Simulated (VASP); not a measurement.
# Rh (Fm-3m) in VASP: further runs

Rh is run at these levels: r2SCAN; tasks: single point.

Everything below comes from runs of VASP 6.6.1. Logs are shortened: lines on timing, memory, paths and dates and some standing lists are left out, and cuts for length are marked.

## 1. The cell of the first run

Symmetry: Fm-3m, No. 225, cubic system. The conventional cell has a = 3.796 Å, b = 3.796 Å, c = 3.796 Å, α = 90.00°, β = 90.00°, γ = 90.00°. Within 3.5 Å of Rh (site symmetry m-3m) lie 12 Rh at 2.68 Å.

## 2. Single point, r2SCAN

Input file POSCAR:

```
Rh
1.0
    0.0000000000      1.8977594835      1.8977594835
    1.8977594835      0.0000000000      1.8977594835
    1.8977594835      1.8977594835      0.0000000000
Rh
1
Direct
    0.0000000000      0.0000000000      0.0000000000
```

Input file INCAR.step1:

```
SYSTEM = Rh
PREC     = Accurate       ! precision mode
ENCUT    = 680            ! plane-wave cutoff, eV
ISMEAR   = -1             ! smearing method
SIGMA    = 0.05           ! smearing width, eV
LREAL    = .FALSE.        ! projectors in reciprocal space
LASPH    = .TRUE.         ! aspherical terms in the spheres
NELM     = 120            ! most SCF steps
NBANDS   = 14             ! bands
GGA      = PE             ! functional
ALGO     = Normal         ! electronic algorithm
EDIFF    = 1E-5           ! SCF threshold, eV
LWAVE    = .TRUE.         ! write WAVECAR
LCHARG   = .FALSE.        ! write CHGCAR
GGA_COMPAT= .FALSE.
```

Input file INCAR.step2:

```
SYSTEM = Rh
PREC     = Accurate       ! precision mode
ENCUT    = 680            ! plane-wave cutoff, eV
EDIFF    = 1E-6           ! SCF threshold, eV
ISMEAR   = -1             ! smearing method
SIGMA    = 0.05           ! smearing width, eV
LREAL    = .FALSE.        ! projectors in reciprocal space
LASPH    = .TRUE.         ! aspherical terms in the spheres
NELM     = 120            ! most SCF steps
ALGO     = Normal         ! electronic algorithm
ISIF     = 2              ! what is computed and relaxed
LWAVE    = .FALSE.        ! write WAVECAR
LCHARG   = .FALSE.        ! write CHGCAR
METAGGA  = R2SCAN         ! meta-GGA
LMIXTAU  = .TRUE.       
NBANDS   = 14             ! bands
ISTART   = 1            
GGA_COMPAT= .FALSE.
```

Input file KPOINTS:

```
Automatic mesh
0
G
  24 24 24
  0 0 0
```

Potentials or basis: VASP PAW PBE potentials, release 64 (Rh_sv_GW).

The run is started by

```console
$ cat potpaw_PBE.64/Rh_sv_GW/POTCAR > POTCAR
$ cp INCAR.step1 INCAR
$ mpirun -np 1 vasp_std > vasp.out
$ cp INCAR.step2 INCAR
$ mpirun -np 1 vasp_std > vasp.out
```

OUTCAR:

```text
SYSTEM = Rh
   PREC = Accurate
   ENCUT = 680
   EDIFF = 1E-6
   ISMEAR = -1
   LREAL = .FALSE.
   LASPH = .TRUE.
   NELM = 120
   ISIF = 2
   METAGGA = R2SCAN
   ISTART = 1

 ion  position               nearest neighbor table
   1  0.000  0.000  0.000-

  LATTYP: Found a face centered cubic cell.
 ALAT       =     3.7955189670

  Lattice vectors:

 A1 = (   0.0000000000,   1.8977594835,   1.8977594835)
 A2 = (   1.8977594835,   0.0000000000,   1.8977594835)
 A3 = (   1.8977594835,   1.8977594835,   0.0000000000)

Analysis of symmetry for initial positions (statically):
=====================================================================
 Subroutine PRICEL returns:
 Original cell was already a primitive cell.

 Routine SETGRP: Setting up the symmetry group for a
 face centered cubic supercell.

 Subroutine GETGRP returns: Found 48 space group operations
 (whereof 48 operations were pure point group operations)
 out of a pool of 48 trial point group operations.

The static configuration has the point symmetry O_h .

Analysis of symmetry for dynamics (positions and initial velocities):
=====================================================================
 Subroutine PRICEL returns:
 Original cell was already a primitive cell.

 Routine SETGRP: Setting up the symmetry group for a
 face centered cubic supercell.

 Subroutine GETGRP returns: Found 48 space group operations
 (whereof 48 operations were pure point group operations)
 out of a pool of 48 trial point group operations.

The dynamic configuration has the point symmetry O_h .

 Subroutine INISYM returns: Found 48 space group operations
 (whereof 48 operations are pure point group operations),
 and found     1 'primitive' translations

----------------------------------------------------------------------------------------

                                     Primitive cell

  volume of cell :      13.6695

  direct lattice vectors                    reciprocal lattice vectors
     0.000000000  1.897759484  1.897759484    -0.263468582  0.263468582  0.263468582
     1.897759484  0.000000000  1.897759484     0.263468582 -0.263468582  0.263468582
     1.897759484  1.897759484  0.000000000     0.263468582  0.263468582 -0.263468582

  length of vectors
     2.683837200  2.683837200  2.683837200     0.456340970  0.456340970  0.456340970

  position of ions in fractional coordinates (direct lattice)
     0.000000000  0.000000000  0.000000000

  ion indices of the primitive-cell ions
   primitive index   ion index
                 1           1

----------------------------------------------------------------------------------------

 KPOINTS: Automatic mesh

Automatic generation of k-mesh.
 Grid dimensions read from file:
 generate k-points for:   24   24   24

 Generating k-lattice:

  Cartesian coordinates                     Fractional coordinates (reciprocal lattice)
    -0.010977858  0.010977858  0.010977858     0.041666667  0.000000000  0.000000000
     0.010977858 -0.010977858  0.010977858     0.000000000  0.041666667  0.000000000
     0.010977858  0.010977858 -0.010977858     0.000000000  0.000000000  0.041666667

  Length of vectors
     0.019014207  0.019014207  0.019014207

  Shift w.r.t. Gamma in fractional coordinates (k-lattice)
     0.000000000  0.000000000  0.000000000

 Subroutine IBZKPT returns following result:
 ===========================================

 Found    413 irreducible k-points:

 Following reciprocal coordinates:
            Coordinates               Weight
  0.000000  0.000000  0.000000      1.000000
  0.041667  0.000000  0.000000      8.000000
  0.083333  0.000000  0.000000      8.000000
  0.125000  0.000000  0.000000      8.000000
  0.166667  0.000000  0.000000      8.000000
  0.208333  0.000000  0.000000      8.000000
[... 16 lines left out ...]
  0.416667  0.041667  0.000000     24.000000
  0.458333  0.041667  0.000000     24.000000
 [... further k-points ...]
   k-points           NKPTS =    413   k-points in BZ     NKDIM =    413   number of bands    NBANDS=     14
   number of dos      NEDOS =    301   number of ions     NIONS =      1
   total plane-waves  NPLWV =  13824
   dimension x,y,z NGX =    24 NGY =   24 NGZ =   24
   dimension x,y,z NGXF=    48 NGYF=   48 NGZF=   48
   ions per type =               1
   NGX,Y,Z   is equivalent  to a cutoff of  14.87, 14.87, 14.87 a.u.
   NGXF,Y,Z  is equivalent  to a cutoff of  29.73, 29.73, 29.73 a.u.
 SYSTEM =  Rh
   PREC   = accura    normal or accurate (medium, high low for compatibility)
   ISTART =      1    job   : 0-new  1-cont  2-samecut
   ICHARG =      0    charge: 1-file 2-atom 10-const
   ISPIN  =      1    spin polarized calculation?
   LNONCOLLINEAR =      F non collinear calculations
   LSORBIT =      F    spin-orbit coupling
   LASPH  =      T    aspherical Exc in radial PAW
   ENCUT  =  680.0 eV  49.98 Ry    7.07 a.u.   5.71  5.71  5.71*2*pi/ulx,y,z
   NELM   =    120;   NELMIN=  2; NELMDL=  0     # of ELM steps
   EDIFF  = 0.1E-05   stopping-criterion for ELM
   LREAL  =      F    real-space projection
   EDIFFG = 0.1E-04   stopping-criterion for IOM
   NSW    =      0    number of steps for IOM
   IBRION =     -1    ionic relax: 0-MD 1-quasi-New 2-CG
   NFREE  =      0    steps in history (QN), initial steepest desc. (CG)
   ISIF   =      2    stress and relaxation
   ISYM   =      2    0-nonsym 1-usesym 2-fastsym
   POTIM  = 0.5000    time-step for ionic-motion
   TEBEG  =    0.0;   TEEND  =   0.0 temperature during run
   PSTRESS=    0.0 pullay stress
   NELECT =      17.0000    total number of electrons
   NUPDOWN=      -1.0000    fix difference up-down
   EMIN   =  10.00;   EMAX   =-10.00  energy-range for DOS
   EFERMI =   0.00;   METHOD = LEGACY
   ISMEAR =    -1;   SIGMA  =   0.05  broadening in eV -4-tet -1-fermi 0-gaus
   EFERMI_NEDOS =   21; number of points for ismear=-14 and -15
   IALGO  =     38    algorithm
   IMIX   =      4    mixing-type and parameters
     AMIX     =   0.40;   BMIX     =  1.00
     AMIX_MAG =   1.60;   BMIX_MAG =  1.00
  volume/ion in A,a.u.               =      13.67        92.25
  Fermi-wavevector in a.u.,A,eV,Ry     =   1.760516  3.326893 42.170121  3.099416
  Thomas-Fermi vector in A             =   2.829267
   LORBIT       =      0    0 simple, 1 ext, 2 COOP (PROOUT), +10 PAW based schemes
   METAGGA = R2SCAN    functional components
   LHFCALC =     F    Hartree Fock is set to
   AEXX    =    0.0000 exact exchange contribution
   IVDW    =     0    specifies the selected vdW correction
   LEPSILON=     F    determine dielectric tensor
   LRPA    =     F    only Hartree local field effects (RPA)
 non-spin polarized calculation
  energy-cutoff  :      680.00
  volume of cell :       13.67
 maximum number of plane-waves:       568
   NGX = 11   NGY = 11   NGZ = 11

 number of electron      17.0000001 magnetization

 Free energy of the ion-electron system (eV)
  ---------------------------------------------------
  ext. energy  EPLUGINS =         0.00000000
  ---------------------------------------------------
  free energy    TOTEN  =       -23.29125958 eV

  energy without entropy =      -23.28151576  energy(sigma->0) =      -23.28638767

 E-fermi :  10.7802     XC(G=0): -15.3179

 val. band max:       10.7711711294   @ k =   0.5000   0.3333   0.1250
 cond. band min:      10.7811916938   @ k =  -0.3750   0.2500   0.0000
 fundamental gap:      0.0100205643
 Fermi energy:        10.7801751524

 k-point     1 :       0.0000    0.0000    0.0000
  band No.  band energies     occupation
      1     -70.4087      2.00000
      2     -37.0283      2.00000
      3     -37.0283      2.00000
      4     -37.0283      2.00000
      5       2.5901      2.00000
      6       7.5895      2.00000
      7       7.5895      2.00000
      8       7.5895      2.00000
      9       9.7030      2.00000
     10       9.7030      2.00000
     11      27.2462      0.00000
     12      32.9262      0.00000
     13      32.9262      0.00000
     14      32.9262      0.00000

 k-point     2 :       0.0417    0.0000    0.0000
  band No.  band energies     occupation
      1     -70.4065      2.00000
      2     -37.0423      2.00000
      3     -37.0302      2.00000
      4     -37.0302      2.00000
      5       2.6638      2.00000
      6       7.5559      2.00000
      7       7.6187      2.00000
      8       7.6187      2.00000
      9       9.6864      2.00000
     10       9.6864      2.00000
     11      27.3534      0.00000
     12      32.5355      0.00000
     13      33.0332      0.00000
     14      33.0332      0.00000

 k-point     3 :       0.0833    0.0000    0.0000
  band No.  band energies     occupation
      1     -70.4003      2.00000
      2     -37.0833      2.00000
      3     -37.0357      2.00000
      4     -37.0357      2.00000
      5       2.8795      2.00000
      6       7.4645      2.00000
      7       7.7000      2.00000
      8       7.7000      2.00000
      9       9.6443      2.00000
     10       9.6443      2.00000
     11      27.6565      0.00000
     12      31.5987      0.00000
     13      33.3486      0.00000
     14      33.3486      0.00000

 k-point     4 :       0.1250    0.0000    0.0000
  band No.  band energies     occupation
      1     -70.3904      2.00000
      2     -37.1482      2.00000
      3     -37.0445      2.00000
      4     -37.0445      2.00000
      5       3.2192      2.00000
      6       7.3441      2.00000
      7       7.8131      2.00000
      8       7.8131      2.00000
      9       9.6014      2.00000
     10       9.6014      2.00000
     11      28.0950      0.00000
     12      30.4409      0.00000
     13      33.8563      0.00000
     14      33.8563      0.00000

 k-point     5 :       0.1667    0.0000    0.0000
  band No.  band energies     occupation
      1     -70.3774      2.00000
      2     -37.2323      2.00000
      3     -37.0559      2.00000
      4     -37.0559      2.00000
      5       3.6447      2.00000
      6       7.2466      2.00000
      7       7.9199      2.00000
      8       7.9199      2.00000
      9       9.5999      2.00000
     10       9.5999      2.00000
     11      28.5341      0.00000
[... 276 lines left out ...]
 k-point    22 :       0.3750    0.0417    0.0000
  band No.  band energies     occupation
      1     -70.3042      2.00000
      2     -37.6835      2.00000
      3     -37.1283      2.00000
      4     -37.1202      2.00000
      5       4.6309      2.00000
      6       7.6202      2.00000
      7       7.7407      2.00000
      8       9.1272      2.00000
      9      10.8963      0.17862
     10      10.9199      0.11523
     11      22.9688      0.00000
     12      27.8174      0.00000
     13      33.8501      0.00000
     14      34.7423      0.00000

 k-point    23 :       0.4167    0.0417    0.0000
  band No.  band energies     occupation
      1     -70.2931      2.00000
      2     -37.7511      2.00000
      3     -37.1360      2.00000
      4     -37.1319      2.00000
      5       4.5602      2.00000
      6       7.5193      2.00000
      7       7.6403      2.00000
      8       9.8663      2.00000
      9      11.1739      0.00076
     10      11.4510      0.00000
     11      21.6384      0.00000
     12      27.3872      0.00000
     13      33.2226      0.00000
     14      33.8103      0.00000

 k-point    24 :       0.4583    0.0417    0.0000
  band No.  band energies     occupation
      1     -70.2855      2.00000
      2     -37.7971      2.00000
      3     -37.1408      2.00000
      4     -37.1404      2.00000
      5       4.5000      2.00000
      6       7.4519      2.00000
      7       7.5657      2.00000
      8      10.3998      1.99901
      9      11.3363      0.00003
     10      12.0182      0.00000
     11      20.5576      0.00000
     12      27.0956      0.00000
     13      32.8311      0.00000
     14      33.1076      0.00000

 [... further k-points ...]

------------------------ aborting loop because EDIFF is reached ----------------------------------------

  FORCE on cell =-STRESS in cart. coord.  units (eV):
  Direction    XX          YY          ZZ          XY          YZ          ZX
  --------------------------------------------------------------------------------------
  -------------------------------------------------------------------------------------
  Total        0.0893829      0.0893829      0.0893829      0.0000000      0.0000000      0.0000000
  in kB       10.4763908     10.4763908     10.4763908      0.0000000      0.0000000      0.0000000
  external PRESSURE =      10.4763908 kB  Pullay stress =       0.0000000 kB

 VOLUME and BASIS-vectors are now :
 -----------------------------------------------------------------------------
  energy-cutoff  :      680.00
  volume of cell :       13.67
      direct lattice vectors                 reciprocal lattice vectors
     0.000000000  1.897759484  1.897759484    -0.263468582  0.263468582  0.263468582
     1.897759484  0.000000000  1.897759484     0.263468582 -0.263468582  0.263468582
     1.897759484  1.897759484  0.000000000     0.263468582  0.263468582 -0.263468582

 POSITION                                       TOTAL-FORCE (eV/Angst)
 -----------------------------------------------------------------------------------
      0.00000      0.00000      0.00000         0.000000      0.000000      0.000000
 -----------------------------------------------------------------------------------
    total drift:                                0.000000      0.000000     -0.000000

  FREE ENERGIE OF THE ION-ELECTRON SYSTEM (eV)
  ---------------------------------------------------
  free  energy   TOTEN  =       -23.2912595793 eV

  energy  without entropy=      -23.2815157616  energy(sigma->0) =      -23.28638767
```

Run time: 3.2 min. Hardware: 1 thread of Intel Xeon Platinum 8488C (Sapphire Rapids), shared host; peak memory 0.28 GiB.

Results:

```
Free energy            : -23.2913 eV
Pressure               : 1.0 GPa
Band gap on the k mesh : zero (an odd number of electrons rules out a gap without spin polarisation)
```

Caveat: the PAW data sets were made with another functional, which shifts forces and pressure a little.

## 3. Single point, r2SCAN

This run uses another cell than the first one, of 13.40 Å³/atom.

Input file POSCAR:

```
Rh
1.0
    0.0000000000      1.8852643431      1.8852643431
    1.8852643431      0.0000000000      1.8852643431
    1.8852643431      1.8852643431      0.0000000000
Rh
1
Direct
    0.0000000000      0.0000000000      0.0000000000
```

Input file INCAR.step1:

```
SYSTEM = Rh
PREC = Accurate
ENCUT = 680
ISMEAR = -1
SIGMA = 0.05
LREAL = .False.
LASPH = .True.
NELM = 120
NBANDS = 14
GGA = PE
ALGO = Normal
EDIFF = 1E-5
LWAVE = .True.
LCHARG = .False.
GGA_COMPAT = .False.
```

Input file INCAR.step2:

```
SYSTEM = Rh
PREC = Accurate
ENCUT = 680
EDIFF = 1E-6
ISMEAR = -1
SIGMA = 0.05
LREAL = .False.
LASPH = .True.
NELM = 120
ALGO = Normal
ISIF = 2
LWAVE = .False.
LCHARG = .True.
METAGGA = R2SCAN
LMIXTAU = .True.
LELF = .True.
LVHAR = .True.
NBANDS = 14
ISTART = 1
GGA_COMPAT = .False.
```

Input file KPOINTS:

```
Automatic mesh
0
Gamma
  24 24 24
  0 0 0
```

Potentials or basis: VASP PAW PBE potentials, release 64 (Rh_sv_GW).

The run is started by

```console
$ cat potpaw_PBE.64/Rh_sv_GW/POTCAR > POTCAR
$ cp INCAR.step1 INCAR
$ mpirun -np 1 vasp_std > vasp.out
$ cp INCAR.step2 INCAR
$ mpirun -np 1 vasp_std > vasp.out
```

It took 3.2 min on 1 thread of AMD EPYC 9R45 (Zen 5), shared host; peak memory 0.25 GiB.

Results (log left out):

| Item | Value |
| --- | --- |
| Free energy | -23.2845 eV |
| Pressure | 7.0 GPa |
| Band gap on the k mesh | zero (an odd number of electrons rules out a gap without spin polarisation) |

Levels at points of the mesh, in eV from the Fermi level:
| k point | band 4 | band 5 | band 6 | band 7 | band 8 | band 9 | band 10 | band 11 | band 12 | band 13 |
| --- | --- | --- | --- | --- | --- | --- | --- | --- | --- | --- |
| (0.00, 0.00, 0.00) | -47.85 | -8.34 | -3.29 | -3.29 | -3.29 | -1.11 | -1.11 | 16.44 | 22.23 | 22.23 |
| (0.50, 0.00, 0.00) | -47.96 | -6.54 | -3.41 | -3.41 | 0.62 | 0.62 | 0.88 | 9.38 | 16.06 | 22.23 |
| (0.50, 0.50, 0.00) | -48.16 | -6.79 | -6.40 | 0.54 | 1.10 | 1.10 | 3.53 | 13.23 | 14.12 | 14.12 |

Caveat: the cell stands under pressure; the PAW data sets were made with another functional, which shifts forces and pressure a little.
